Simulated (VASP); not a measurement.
# Pb (Im-3m) in VASP: further runs

Pb is run at these levels: PBE, revPBE; tasks: single point.

Everything below comes from runs of VASP 6.6.1. Logs are shortened: lines on timing, memory, paths and dates and some standing lists are left out, and cuts for length are marked.

## (1) The cell of the first run

The structure is cubic, space group Im-3m (No. 229). The conventional cell has a = 3.959 Å, b = 3.959 Å, c = 3.959 Å, α = 90.00°, β = 90.00°, γ = 90.00°. Within 4.5 Å of Pb (site symmetry m-3m) lie 14 Pb at 3.43 to 3.96 Å.

## (2) Single point, PBE

INCAR

```
ALGO = Normal
EDIFF = 1E-6
ENCUT = 520
GGA = PE
ISIF = 2
ISMEAR = 0
LASPH = True
LCHARG = False
LREAL = False
LWAVE = False
NBANDS = 13
NELM = 100
PREC = Accurate
SIGMA = 0.024
```

KPOINTS

```
k-points
0
Gamma
  9 9 9
```

POSCAR

```
Pb
1.0
   -1.9796595667      1.9796595667      1.9796595667
    1.9796595667     -1.9796595667      1.9796595667
    1.9796595667      1.9796595667     -1.9796595667
Pb
1
Direct
    0.0000000000      0.0000000000      0.0000000000
```

Potentials or basis: VASP PAW PBE potentials, release 64 (Pb_d).

Started as:

```sh
$ cat potpaw_PBE.64/Pb_d/POTCAR > POTCAR
$ mpirun -np 1 vasp_std > vasp.out
```

OUTCAR:

```text
EDIFF = 1E-6
   ENCUT = 520
   GGA = PE
   ISIF = 2
   ISMEAR = 0
   LASPH = True
   LREAL = False
   NELM = 100
   PREC = Accurate

 ion  position               nearest neighbor table
   1  0.000  0.000  0.000-

  LATTYP: Found a body centered cubic cell.
 ALAT       =     3.9593191334

  Lattice vectors:

 A1 = (  -1.9796595667,   1.9796595667,   1.9796595667)
 A2 = (   1.9796595667,  -1.9796595667,   1.9796595667)
 A3 = (   1.9796595667,   1.9796595667,  -1.9796595667)

Analysis of symmetry for initial positions (statically):
=====================================================================
 Subroutine PRICEL returns:
 Original cell was already a primitive cell.

 Routine SETGRP: Setting up the symmetry group for a
 body centered cubic supercell.

 Subroutine GETGRP returns: Found 48 space group operations
 (whereof 48 operations were pure point group operations)
 out of a pool of 48 trial point group operations.

The static configuration has the point symmetry O_h .

Analysis of symmetry for dynamics (positions and initial velocities):
=====================================================================
 Subroutine PRICEL returns:
 Original cell was already a primitive cell.

 Routine SETGRP: Setting up the symmetry group for a
 body centered cubic supercell.

 Subroutine GETGRP returns: Found 48 space group operations
 (whereof 48 operations were pure point group operations)
 out of a pool of 48 trial point group operations.

The dynamic configuration has the point symmetry O_h .

 Subroutine INISYM returns: Found 48 space group operations
 (whereof 48 operations are pure point group operations),
 and found     1 'primitive' translations

----------------------------------------------------------------------------------------

                                     Primitive cell

  volume of cell :      31.0336

  direct lattice vectors                    reciprocal lattice vectors
    -1.979659567  1.979659567  1.979659567     0.000000000  0.252568678  0.252568678
     1.979659567 -1.979659567  1.979659567     0.252568678  0.000000000  0.252568678
     1.979659567  1.979659567 -1.979659567     0.252568678  0.252568678  0.000000000

  length of vectors
     3.428870951  3.428870951  3.428870951     0.357186050  0.357186050  0.357186050

  position of ions in fractional coordinates (direct lattice)
     0.000000000  0.000000000  0.000000000

  ion indices of the primitive-cell ions
   primitive index   ion index
                 1           1

----------------------------------------------------------------------------------------

 KPOINTS: k-points

Automatic generation of k-mesh.
 Grid dimensions read from file:
 generate k-points for:    9    9    9

 Generating k-lattice:

  Cartesian coordinates                     Fractional coordinates (reciprocal lattice)
     0.000000000  0.028063186  0.028063186     0.111111111  0.000000000  0.000000000
     0.028063186  0.000000000  0.028063186     0.000000000  0.111111111  0.000000000
     0.028063186  0.028063186  0.000000000     0.000000000  0.000000000  0.111111111

  Length of vectors
     0.039687339  0.039687339  0.039687339

  Shift w.r.t. Gamma in fractional coordinates (k-lattice)
     0.000000000  0.000000000  0.000000000

 Subroutine IBZKPT returns following result:
 ===========================================

 Found     35 irreducible k-points:

 Following reciprocal coordinates:
            Coordinates               Weight
  0.000000  0.000000  0.000000      1.000000
  0.111111  0.000000  0.000000     12.000000
  0.222222  0.000000  0.000000     12.000000
  0.333333  0.000000  0.000000     12.000000
  0.444444  0.000000  0.000000     12.000000
  0.111111  0.111111  0.000000     24.000000
[... 16 lines left out ...]
 -0.333333  0.444444  0.111111     48.000000
 -0.444444 -0.444444  0.111111     24.000000
 [... further k-points ...]
   k-points           NKPTS =     35   k-points in BZ     NKDIM =     35   number of bands    NBANDS=     13
   number of dos      NEDOS =    301   number of ions     NIONS =      1
   total plane-waves  NPLWV =  21952
   dimension x,y,z NGX =    28 NGY =   28 NGZ =   28
   dimension x,y,z NGXF=    56 NGYF=   56 NGZF=   56
   ions per type =               1
   NGX,Y,Z   is equivalent  to a cutoff of  13.58, 13.58, 13.58 a.u.
   NGXF,Y,Z  is equivalent  to a cutoff of  27.15, 27.15, 27.15 a.u.
 SYSTEM =  unknown system
   PREC   = accura    normal or accurate (medium, high low for compatibility)
   ISTART =      0    job   : 0-new  1-cont  2-samecut
   ICHARG =      2    charge: 1-file 2-atom 10-const
   ISPIN  =      1    spin polarized calculation?
   LNONCOLLINEAR =      F non collinear calculations
   LSORBIT =      F    spin-orbit coupling
   LASPH  =      T    aspherical Exc in radial PAW
   ENCUT  =  520.0 eV  38.22 Ry    6.18 a.u.   6.38  6.38  6.38*2*pi/ulx,y,z
   NELM   =    100;   NELMIN=  2; NELMDL= -5     # of ELM steps
   EDIFF  = 0.1E-05   stopping-criterion for ELM
   LREAL  =      F    real-space projection
   EDIFFG = 0.1E-04   stopping-criterion for IOM
   NSW    =      0    number of steps for IOM
   IBRION =     -1    ionic relax: 0-MD 1-quasi-New 2-CG
   NFREE  =      0    steps in history (QN), initial steepest desc. (CG)
   ISIF   =      2    stress and relaxation
   ISYM   =      2    0-nonsym 1-usesym 2-fastsym
   POTIM  = 0.5000    time-step for ionic-motion
   TEBEG  =    0.0;   TEEND  =   0.0 temperature during run
   PSTRESS=    0.0 pullay stress
   NELECT =      14.0000    total number of electrons
   NUPDOWN=      -1.0000    fix difference up-down
   EMIN   =  10.00;   EMAX   =-10.00  energy-range for DOS
   EFERMI =   0.00;   METHOD = LEGACY
   ISMEAR =     0;   SIGMA  =   0.02  broadening in eV -4-tet -1-fermi 0-gaus
   EFERMI_NEDOS =   21; number of points for ismear=-14 and -15
   IALGO  =     38    algorithm
   IMIX   =      4    mixing-type and parameters
     AMIX     =   0.40;   BMIX     =  1.00
     AMIX_MAG =   1.60;   BMIX_MAG =  1.00
  volume/ion in A,a.u.               =      31.03       209.42
  Fermi-wavevector in a.u.,A,eV,Ry     =   1.255568  2.372680 21.448927  1.576452
  Thomas-Fermi vector in A             =   2.389319
   LORBIT       =      0    0 simple, 1 ext, 2 COOP (PROOUT), +10 PAW based schemes
   GGA     = PE    functional components
   LHFCALC =     F    Hartree Fock is set to
   AEXX    =    0.0000 exact exchange contribution
   IVDW    =     0    specifies the selected vdW correction
   LEPSILON=     F    determine dielectric tensor
   LRPA    =     F    only Hartree local field effects (RPA)
 non-spin polarized calculation
 Gauss-broadening in eV      SIGMA  =   0.02
  energy-cutoff  :      520.00
  volume of cell :       31.03
 maximum number of plane-waves:       887
 NGX is ok and might be reduce to    28
   NGX = 13   NGY = 13   NGZ = 13

 number of electron      14.0000002 magnetization

 Free energy of the ion-electron system (eV)
  ---------------------------------------------------
  ext. energy  EPLUGINS =         0.00000000
  ---------------------------------------------------
  free energy    TOTEN  =        -3.50258776 eV

  energy without entropy =       -3.50248809  energy(sigma->0) =       -3.50253792

 E-fermi :   7.1434     XC(G=0): -10.0815

 val. band max:        6.9588753467   @ k =   0.3333   0.2222   0.0000
 cond. band min:       7.1727918832   @ k =  -0.2222   0.3333   0.1111
 fundamental gap:      0.2139165365
 Fermi energy:         7.1433942678

 k-point     1 :       0.0000    0.0000    0.0000
  band No.  band energies     occupation
      1     -10.1023      2.00000
      2     -10.1023      2.00000
      3     -10.1023      2.00000
      4      -9.8776      2.00000
      5      -9.8776      2.00000
      6      -4.5831      2.00000
      7      14.4594      0.00000
      8      14.4594      0.00000
      9      14.4594      0.00000
     10      18.1002      0.00000
     11      18.1002      0.00000
     12      18.1002      0.00000
     13      18.5376      0.00000

 k-point     2 :       0.1111    0.0000    0.0000
  band No.  band energies     occupation
      1     -10.1115      2.00000
      2     -10.0910      2.00000
      3     -10.0615      2.00000
      4      -9.8876      2.00000
      5      -9.8784      2.00000
      6      -4.3378      2.00000
      7      12.2666      0.00000
      8      13.6998      0.00000
      9      14.1413      0.00000
     10      16.8401      0.00000
     11      17.5229      0.00000
     12      17.9398      0.00000
     13      19.7481      0.00000

 k-point     3 :       0.2222    0.0000    0.0000
  band No.  band energies     occupation
      1     -10.1348      2.00000
      2     -10.0734      2.00000
      3      -9.9565      2.00000
      4      -9.9056      2.00000
      5      -9.8807      2.00000
      6      -3.6053      2.00000
      7       8.8865      0.00000
      8      12.3142      0.00000
      9      13.3616      0.00000
     10      15.6136      0.00000
     11      16.7366      0.00000
     12      18.3332      0.00000
     13      20.4347      0.00000
[... 305 lines left out ...]
 k-point    23 :      -0.3333    0.4444    0.1111
  band No.  band energies     occupation
      1     -10.0934      2.00000
      2     -10.0392      2.00000
      3      -9.9429      2.00000
      4      -9.9122      2.00000
      5      -9.7979      2.00000
      6      -1.1798      2.00000
      7       5.0300      2.00000
      8       8.0816      0.00000
      9      11.6398      0.00000
     10      15.4988      0.00000
     11      16.5208      0.00000
     12      19.6405      0.00000
     13      19.9090      0.00000

 k-point    24 :      -0.4444   -0.4444    0.1111
  band No.  band energies     occupation
      1     -10.0992      2.00000
      2     -10.0475      2.00000
      3      -9.9538      2.00000
      4      -9.8948      2.00000
      5      -9.7640      2.00000
      6      -0.3811      2.00000
      7       3.8496      2.00000
      8       7.7019      0.00000
      9      11.5273      0.00000
     10      15.7797      0.00000
     11      17.1891      0.00000
     12      17.9867      0.00000
     13      19.7351      0.00000

 [... further k-points ...]
[... 5 lines left out ...]
  --------------------------------------------------------------------------------------
  -------------------------------------------------------------------------------------
  Total        0.1254438      0.1254438      0.1254438      0.0000000     -0.0000000      0.0000000
  in kB        6.4763200      6.4763200      6.4763200      0.0000000     -0.0000000      0.0000000
  external PRESSURE =       6.4763200 kB  Pullay stress =       0.0000000 kB

 VOLUME and BASIS-vectors are now :
 -----------------------------------------------------------------------------
  energy-cutoff  :      520.00
  volume of cell :       31.03
      direct lattice vectors                 reciprocal lattice vectors
    -1.979659567  1.979659567  1.979659567     0.000000000  0.252568678  0.252568678
     1.979659567 -1.979659567  1.979659567     0.252568678  0.000000000  0.252568678
     1.979659567  1.979659567 -1.979659567     0.252568678  0.252568678  0.000000000

 POSITION                                       TOTAL-FORCE (eV/Angst)
 -----------------------------------------------------------------------------------
      0.00000      0.00000      0.00000         0.000000      0.000000     -0.000000
 -----------------------------------------------------------------------------------
    total drift:                                0.000000     -0.000000     -0.000000

  FREE ENERGIE OF THE ION-ELECTRON SYSTEM (eV)
  ---------------------------------------------------
  free  energy   TOTEN  =        -3.5025877626 eV

  energy  without entropy=       -3.5024880860  energy(sigma->0) =       -3.50253792
```

It took 26 s on 1 thread of Intel Xeon 8259CL, shared host; peak memory 0.16 GiB.

Results:

| Item | Value |
| --- | --- |
| Free energy | -3.5026 eV |
| Pressure | 0.6 GPa |
| Band gap on the k mesh | zero (band 7 reaches 14.46 eV, above the bottom of band 8 at 5.02 eV) |

Caveat: spin-orbit coupling is left out, which moves the levels of the heavy elements.

## (3) Single point, PBE

INCAR

```
SYSTEM = Pb
ALGO = Normal ; EDIFF = 1E-7
ENCUT = 520 ; GGA = PE
ISIF = 2 ; ISMEAR = 0
LASPH = .TRUE. ; LCHARG = .FALSE.
LREAL = .FALSE. ; LWAVE = .FALSE.
NBANDS = 13 ; NELM = 80
PREC = Accurate ; SIGMA = 0.025
```

KPOINTS

```
k-points
0
G
  9 9 9
  0 0 0
```

POSCAR is that of step 2.

Potentials or basis: VASP PAW PBE potentials, release 64 (Pb_d).

Started as:

```sh
$ cat potpaw_PBE.64/Pb_d/POTCAR > POTCAR
$ mpirun -np 1 vasp_std > vasp.out
```

It took 34 s on 1 thread of Intel Xeon 8259CL, shared host; peak memory 0.16 GiB.

It converged, with:

```yaml
Free_energy: -3.5026 eV
Pressure: 0.6 GPa
Band_gap_on_the_k_mesh: zero (band 7 reaches 14.46 eV, above the bottom of band 8 at 5.02 eV)
```

Levels at points of the mesh, in eV from the Fermi level:
```csv
k point,band 4,band 5,band 6,band 7,band 8,band 9,band 10,band 11
"(0.00, 0.00, 0.00)",-17.02,-17.02,-11.73,7.32,7.32,7.32,10.96,10.96
```

Caveat: spin-orbit coupling is left out, which moves the levels of the heavy elements.

(Continued in part 2 of 2.)
